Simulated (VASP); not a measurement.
# Ce (Fm-3m) in VASP: further runs

Ce is run at these levels: r2SCAN; tasks: electric field gradients.

All numbers are computed with VASP 6.6.1; they aren't measurements. Logs are shortened: lines on timing, memory, paths and dates and some standing lists are left out, and cuts for length are marked.

## (1) The cell of the first run

The structure is cubic, space group Fm-3m (No. 225). Conventional cell: a = 4.609 Å, b = 4.609 Å, c = 4.609 Å, α = 90.00°, β = 90.00°, γ = 90.00°. Ce (site symmetry m-3m) has 12 Ce at 3.26 Å within 4.3 Å.

## (2) Electric field gradients, r2SCAN (24.48 Å³/atom)

POSCAR

```
Ce
1.0
    0.0000000000      2.3046402603      2.3046402603
    2.3046402603      0.0000000000      2.3046402603
    2.3046402603      2.3046402603      0.0000000000
Ce
1
Direct
    0.0000000000      0.0000000000      0.0000000000
```

INCAR.step1

```
SYSTEM = Ce
  PREC = Accurate
  ENCUT = 520
  ISMEAR = -1
  SIGMA = 0.08
  LREAL = .FALSE.
  LASPH = .TRUE.
  NELM = 80
  NBANDS = 12
  GGA = PE
  ALGO = Normal
  EDIFF = 1E-4
  LWAVE = .TRUE.
  LCHARG = .FALSE.
```

INCAR.step2

```
SYSTEM = Ce
  PREC = Accurate
  ENCUT = 520
  EDIFF = 1E-8
  ISMEAR = -1
  SIGMA = 0.08
  LREAL = .FALSE.
  LASPH = .TRUE.
  NELM = 80
  ALGO = Normal
  ISIF = 2
  LWAVE = .FALSE.
  LCHARG = .FALSE.
  METAGGA = R2SCAN
  LMIXTAU = .TRUE.
  LEFG = .TRUE.
  NBANDS = 12
  ISTART = 1
```

KPOINTS

```
Automatic mesh
0
G
  15 15 15
  0 0 0
```

Potentials or basis: VASP PAW PBE potentials, release 64 (Ce).

Command:

```sh
$ cat potpaw_PBE.64/Ce/POTCAR > POTCAR
$ cp INCAR.step1 INCAR
$ mpirun -np 1 vasp_std > vasp.out
$ cp INCAR.step2 INCAR
$ mpirun -np 1 vasp_std > vasp.out
```

OUTCAR:

```text
SYSTEM = Ce
   PREC = Accurate
   ENCUT = 520
   EDIFF = 1E-8
   ISMEAR = -1
   LREAL = .FALSE.
   LASPH = .TRUE.
   NELM = 80
   ISIF = 2
   METAGGA = R2SCAN
   ISTART = 1

 ion  position               nearest neighbor table
   1  0.000  0.000  0.000-

  LATTYP: Found a face centered cubic cell.
 ALAT       =     4.6092805206

  Lattice vectors:

 A1 = (   0.0000000000,   2.3046402603,   2.3046402603)
 A2 = (   2.3046402603,   0.0000000000,   2.3046402603)
 A3 = (   2.3046402603,   2.3046402603,   0.0000000000)

Analysis of symmetry for initial positions (statically):
=====================================================================
 Subroutine PRICEL returns:
 Original cell was already a primitive cell.

 Routine SETGRP: Setting up the symmetry group for a
 face centered cubic supercell.

 Subroutine GETGRP returns: Found 48 space group operations
 (whereof 48 operations were pure point group operations)
 out of a pool of 48 trial point group operations.

The static configuration has the point symmetry O_h .

Analysis of symmetry for dynamics (positions and initial velocities):
=====================================================================
 Subroutine PRICEL returns:
 Original cell was already a primitive cell.

 Routine SETGRP: Setting up the symmetry group for a
 face centered cubic supercell.

 Subroutine GETGRP returns: Found 48 space group operations
 (whereof 48 operations were pure point group operations)
 out of a pool of 48 trial point group operations.

The dynamic configuration has the point symmetry O_h .

 Subroutine INISYM returns: Found 48 space group operations
 (whereof 48 operations are pure point group operations),
 and found     1 'primitive' translations

----------------------------------------------------------------------------------------

                                     Primitive cell

  volume of cell :      24.4816

  direct lattice vectors                    reciprocal lattice vectors
     0.000000000  2.304640260  2.304640260    -0.216953599  0.216953599  0.216953599
     2.304640260  0.000000000  2.304640260     0.216953599 -0.216953599  0.216953599
     2.304640260  2.304640260  0.000000000     0.216953599  0.216953599 -0.216953599

  length of vectors
     3.259253513  3.259253513  3.259253513     0.375774657  0.375774657  0.375774657

  position of ions in fractional coordinates (direct lattice)
     0.000000000  0.000000000  0.000000000

  ion indices of the primitive-cell ions
   primitive index   ion index
                 1           1

----------------------------------------------------------------------------------------

 KPOINTS: Automatic mesh

Automatic generation of k-mesh.
 Grid dimensions read from file:
 generate k-points for:   15   15   15

 Generating k-lattice:

  Cartesian coordinates                     Fractional coordinates (reciprocal lattice)
    -0.014463573  0.014463573  0.014463573     0.066666667  0.000000000  0.000000000
     0.014463573 -0.014463573  0.014463573     0.000000000  0.066666667  0.000000000
     0.014463573  0.014463573 -0.014463573     0.000000000  0.000000000  0.066666667

  Length of vectors
     0.025051644  0.025051644  0.025051644

  Shift w.r.t. Gamma in fractional coordinates (k-lattice)
     0.000000000  0.000000000  0.000000000

 Subroutine IBZKPT returns following result:
 ===========================================

 Found    120 irreducible k-points:

 Following reciprocal coordinates:
            Coordinates               Weight
  0.000000  0.000000  0.000000      1.000000
  0.066667  0.000000  0.000000      8.000000
  0.133333  0.000000  0.000000      8.000000
  0.200000  0.000000  0.000000      8.000000
  0.266667  0.000000  0.000000      8.000000
  0.333333  0.000000  0.000000      8.000000
[... 16 lines left out ...]
  0.133333  0.133333  0.000000      6.000000
  0.200000  0.133333  0.000000     24.000000
 [... further k-points ...]
   k-points           NKPTS =    120   k-points in BZ     NKDIM =    120   number of bands    NBANDS=     12
   number of dos      NEDOS =    301   number of ions     NIONS =      1
   total plane-waves  NPLWV =  13824
   dimension x,y,z NGX =    24 NGY =   24 NGZ =   24
   dimension x,y,z NGXF=    48 NGYF=   48 NGZF=   48
   ions per type =               1
   NGX,Y,Z   is equivalent  to a cutoff of  12.24, 12.24, 12.24 a.u.
   NGXF,Y,Z  is equivalent  to a cutoff of  24.48, 24.48, 24.48 a.u.
 SYSTEM =  Ce
   PREC   = accura    normal or accurate (medium, high low for compatibility)
   ISTART =      1    job   : 0-new  1-cont  2-samecut
   ICHARG =      0    charge: 1-file 2-atom 10-const
   ISPIN  =      1    spin polarized calculation?
   LNONCOLLINEAR =      F non collinear calculations
   LSORBIT =      F    spin-orbit coupling
   LASPH  =      T    aspherical Exc in radial PAW
   ENCUT  =  520.0 eV  38.22 Ry    6.18 a.u.   6.06  6.06  6.06*2*pi/ulx,y,z
   NELM   =     80;   NELMIN=  2; NELMDL=  0     # of ELM steps
   EDIFF  = 0.1E-07   stopping-criterion for ELM
   LREAL  =      F    real-space projection
   EDIFFG = 0.1E-06   stopping-criterion for IOM
   NSW    =      0    number of steps for IOM
   IBRION =     -1    ionic relax: 0-MD 1-quasi-New 2-CG
   NFREE  =      0    steps in history (QN), initial steepest desc. (CG)
   ISIF   =      2    stress and relaxation
   ISYM   =      2    0-nonsym 1-usesym 2-fastsym
   POTIM  = 0.5000    time-step for ionic-motion
   TEBEG  =    0.0;   TEEND  =   0.0 temperature during run
   PSTRESS=    0.0 pullay stress
   NELECT =      12.0000    total number of electrons
   NUPDOWN=      -1.0000    fix difference up-down
   EMIN   =  10.00;   EMAX   =-10.00  energy-range for DOS
   EFERMI =   0.00;   METHOD = LEGACY
   ISMEAR =    -1;   SIGMA  =   0.08  broadening in eV -4-tet -1-fermi 0-gaus
   EFERMI_NEDOS =   21; number of points for ismear=-14 and -15
   IALGO  =     38    algorithm
   IMIX   =      4    mixing-type and parameters
     AMIX     =   0.40;   BMIX     =  1.00
     AMIX_MAG =   1.60;   BMIX_MAG =  1.00
  volume/ion in A,a.u.               =      24.48       165.21
  Fermi-wavevector in a.u.,A,eV,Ry     =   1.290790  2.439239 22.669179  1.666138
  Thomas-Fermi vector in A             =   2.422599
   LORBIT       =      0    0 simple, 1 ext, 2 COOP (PROOUT), +10 PAW based schemes
   METAGGA = R2SCAN    functional components
   LHFCALC =     F    Hartree Fock is set to
   AEXX    =    0.0000 exact exchange contribution
   IVDW    =     0    specifies the selected vdW correction
   LEPSILON=     F    determine dielectric tensor
   LRPA    =     F    only Hartree local field effects (RPA)
 non-spin polarized calculation
  energy-cutoff  :      520.00
  volume of cell :       24.48
 maximum number of plane-waves:       680
   NGX = 13   NGY = 13   NGZ = 13

 number of electron      12.0000000 magnetization

 Free energy of the ion-electron system (eV)
  ---------------------------------------------------
  ext. energy  EPLUGINS =         0.00000000
  ---------------------------------------------------
  free energy    TOTEN  =       -30.84567425 eV

  energy without entropy =      -30.81138807  energy(sigma->0) =      -30.82853116

 E-fermi :  10.5247     XC(G=0): -12.5577

 val. band max:       10.5043427260   @ k =   0.2667   0.0667   0.0000
 cond. band min:      10.5522996663   @ k =   0.3333   0.1333   0.0667
 fundamental gap:      0.0479569403
 Fermi energy:        10.5247344064

 k-point     1 :       0.0000    0.0000    0.0000
  band No.  band energies     occupation
      1     -25.7686      2.00000
      2      -6.0283      2.00000
      3      -6.0283      2.00000
      4      -6.0283      2.00000
      5       7.8373      2.00000
      6      10.0991      1.99027
      7      10.9524      0.00949
      8      10.9524      0.00949
      9      10.9524      0.00949
     10      12.0048      0.00000
     11      12.0048      0.00000
     12      12.0048      0.00000

 k-point     2 :       0.0667    0.0000    0.0000
  band No.  band energies     occupation
      1     -25.7394      2.00000
      2      -6.2188      2.00000
      3      -6.0486      2.00000
      4      -6.0486      2.00000
      5       8.0699      2.00000
      6      10.0258      1.99610
      7      10.9287      0.01274
      8      10.9601      0.00862
      9      10.9601      0.00862
     10      11.8017      0.00000
     11      11.8017      0.00000
     12      12.0060      0.00000

 k-point     3 :       0.1333    0.0000    0.0000
  band No.  band energies     occupation
      1     -25.6558      2.00000
      2      -6.7311      2.00000
      3      -6.1056      2.00000
      4      -6.1056      2.00000
      5       8.6139      2.00000
      6       9.9193      1.99897
      7      10.8601      0.02979
      8      10.9840      0.00641
      9      10.9840      0.00641
     10      11.5914      0.00000
     11      11.5914      0.00000
     12      12.0094      0.00000
[... 286 lines left out ...]
 k-point    23 :       0.1333    0.1333    0.0000
  band No.  band energies     occupation
      1     -25.6185      2.00000
      2      -6.6990      2.00000
      3      -6.2627      2.00000
      4      -6.2627      2.00000
      5       8.9373      2.00000
      6       9.6755      1.99995
      7      10.7442      0.12086
      8      11.0381      0.00326
      9      11.0381      0.00326
     10      11.6196      0.00000
     11      11.6196      0.00000
     12      11.8379      0.00000

 k-point    24 :       0.2000    0.1333    0.0000
  band No.  band energies     occupation
      1     -25.5239      2.00000
      2      -7.1534      2.00000
      3      -6.3752      2.00000
      4      -6.3431      2.00000
      5       9.3283      2.00000
      6       9.5663      1.99999
      7      10.6663      0.29113
      8      11.0849      0.00182
      9      11.0884      0.00174
     10      11.5296      0.00001
     11      11.5329      0.00001
     12      11.7991      0.00000

 [... further k-points ...]

------------------------ aborting loop because EDIFF is reached ----------------------------------------

  FORCE on cell =-STRESS in cart. coord.  units (eV):
  Direction    XX          YY          ZZ          XY          YZ          ZX
  --------------------------------------------------------------------------------------
  -------------------------------------------------------------------------------------
  Total        0.2185094      0.2185094      0.2185094      0.0000000      0.0000000     -0.0000000
  in kB       14.3001703     14.3001703     14.3001703      0.0000000      0.0000000     -0.0000000
  external PRESSURE =      14.3001703 kB  Pullay stress =       0.0000000 kB

 VOLUME and BASIS-vectors are now :
 -----------------------------------------------------------------------------
  energy-cutoff  :      520.00
  volume of cell :       24.48
      direct lattice vectors                 reciprocal lattice vectors
     0.000000000  2.304640260  2.304640260    -0.216953599  0.216953599  0.216953599
     2.304640260  0.000000000  2.304640260     0.216953599 -0.216953599  0.216953599
     2.304640260  2.304640260  0.000000000     0.216953599  0.216953599 -0.216953599

 POSITION                                       TOTAL-FORCE (eV/Angst)
 -----------------------------------------------------------------------------------
      0.00000      0.00000      0.00000         0.000000      0.000000     -0.000000
 -----------------------------------------------------------------------------------
    total drift:                                0.000000     -0.000000     -0.000000

  FREE ENERGIE OF THE ION-ELECTRON SYSTEM (eV)
  ---------------------------------------------------
  free  energy   TOTEN  =       -30.8456742538 eV

  energy  without entropy=      -30.8113880726  energy(sigma->0) =      -30.82853116

 Electric field gradients (V/A^2)
---------------------------------------------------------------------
 ion       V_xx      V_yy      V_zz      V_xy      V_xz      V_yz
---------------------------------------------------------------------
   1      -0.000    -0.000    -0.000    -0.000    -0.000    -0.000
---------------------------------------------------------------------

 Electric field gradients after diagonalization (V/A^2)
 (convention: |V_zz| > |V_xx| > |V_yy|)
----------------------------------------------------------------------
 ion       V_xx      V_yy      V_zz     asymmetry (V_yy - V_xx)/ V_zz
----------------------------------------------------------------------
   1       0.000     0.000    -0.000       0.000
----------------------------------------------------------------------

           NMR quadrupolar parameters

 Cq : quadrupolar parameter    Cq=e*Q*V_zz/h
 eta: asymmetry parameters     (V_yy - V_xx)/ V_zz
 Q  : nuclear electric quadrupole moment in mb (millibarn)
----------------------------------------------------------------------
 ion       Cq(MHz)       eta       Q (mb)
----------------------------------------------------------------------
   1      -0.000       0.000       1.000
----------------------------------------------------------------------
```

Wall time 2.4 min (1 thread of Intel Xeon Platinum 8375C at 2.90GHz (Ice Lake), shared host); peak memory 0.18 GiB.

Results:

* Free energy: -30.8457 eV
* Pressure: 1.4 GPa
* Band gap on the k mesh: zero (bands 6 and 7 overlap by 0.55 eV)
* Largest electric field gradient by atom: under 0.05 V/Å² on every atom

Caveat: the PAW data sets were made with another functional, which shifts forces and pressure a little; spin-orbit coupling is left out, which moves the levels of the heavy elements; semilocal functionals describe open f shells poorly, which spoils levels, moments and volumes.

## (3) Electric field gradients, r2SCAN (26.01 Å³/atom)

This run uses another cell than the first one, of 26.01 Å³/atom.

POSCAR

```
Ce
1.0
    0.0000000000      2.3516866692      2.3516866692
    2.3516866692      0.0000000000      2.3516866692
    2.3516866692      2.3516866692      0.0000000000
Ce
1
Direct
    0.0000000000      0.0000000000      0.0000000000
```

INCAR.step1

```
PREC = Accurate
ENCUT = 520
ISMEAR = -1
SIGMA = 0.08
LREAL = F
LASPH = T
NELM = 80
NBANDS = 12
GGA = PE
ALGO = Normal
EDIFF = 1E-4
LWAVE = T
LCHARG = F
```

INCAR.step2

```
PREC = Accurate
ENCUT = 520
EDIFF = 1E-8
ISMEAR = -1
SIGMA = 0.08
LREAL = F
LASPH = T
NELM = 80
ALGO = Normal
ISIF = 2
LWAVE = F
LCHARG = F
METAGGA = R2SCAN
LMIXTAU = T
LEFG = T
NBANDS = 12
ISTART = 1
```

KPOINTS

```
regular mesh
0
Gamma
  15 15 15
```

Potentials or basis: VASP PAW PBE potentials, release 64 (Ce).

Command:

```sh
$ cat potpaw_PBE.64/Ce/POTCAR > POTCAR
$ cp INCAR.step1 INCAR
$ mpirun -np 1 vasp_std > vasp.out
$ cp INCAR.step2 INCAR
$ mpirun -np 1 vasp_std > vasp.out
```

OUTCAR:

```text
PREC = Accurate
   ENCUT = 520
   EDIFF = 1E-8
   ISMEAR = -1
   LREAL = F
   LASPH = T
   NELM = 80
   ISIF = 2
   METAGGA = R2SCAN
   ISTART = 1

 ion  position               nearest neighbor table
   1  0.000  0.000  0.000-

  LATTYP: Found a face centered cubic cell.
 ALAT       =     4.7033733384

  Lattice vectors:

[... 566 lines left out ...]
      0.00000      0.00000      0.00000         0.000000     -0.000000      0.000000
 -----------------------------------------------------------------------------------
    total drift:                                0.000000     -0.000000      0.000000

  FREE ENERGIE OF THE ION-ELECTRON SYSTEM (eV)
  ---------------------------------------------------
  free  energy   TOTEN  =       -30.8497052450 eV

  energy  without entropy=      -30.8106720669  energy(sigma->0) =      -30.83018866

 Electric field gradients (V/A^2)
---------------------------------------------------------------------
 ion       V_xx      V_yy      V_zz      V_xy      V_xz      V_yz
---------------------------------------------------------------------
   1       0.000     0.000    -0.000     0.000     0.000     0.000
---------------------------------------------------------------------

 Electric field gradients after diagonalization (V/A^2)
 (convention: |V_zz| > |V_xx| > |V_yy|)
----------------------------------------------------------------------
 ion       V_xx      V_yy      V_zz     asymmetry (V_yy - V_xx)/ V_zz
----------------------------------------------------------------------
   1      -0.000    -0.000     0.000       0.000
----------------------------------------------------------------------

           NMR quadrupolar parameters

 Cq : quadrupolar parameter    Cq=e*Q*V_zz/h
 eta: asymmetry parameters     (V_yy - V_xx)/ V_zz
 Q  : nuclear electric quadrupole moment in mb (millibarn)
----------------------------------------------------------------------
 ion       Cq(MHz)       eta       Q (mb)
----------------------------------------------------------------------
   1       0.000       0.000       1.000
----------------------------------------------------------------------
```

It took 5.7 min on 1 thread of Intel Xeon Platinum 8375C at 2.90GHz (Ice Lake), shared host; peak memory 0.22 GiB.

What came out:

| Quantity | Value |
| --- | --- |
| Free energy | -30.8497 eV |
| Pressure | -1.2 GPa |
| Band gap on the k mesh | zero (bands 6 and 7 overlap by 0.49 eV) |
| Largest electric field gradient by atom | under 0.05 V/Å² on every atom |

Caveat: the PAW data sets were made with another functional, which shifts forces and pressure a little; spin-orbit coupling is left out, which moves the levels of the heavy elements; semilocal functionals describe open f shells poorly, which spoils levels, moments and volumes.

(Part 1 of 2 ends here.)

The gap in the log of VASP goes by the Fermi energy; the results here count the filled bands.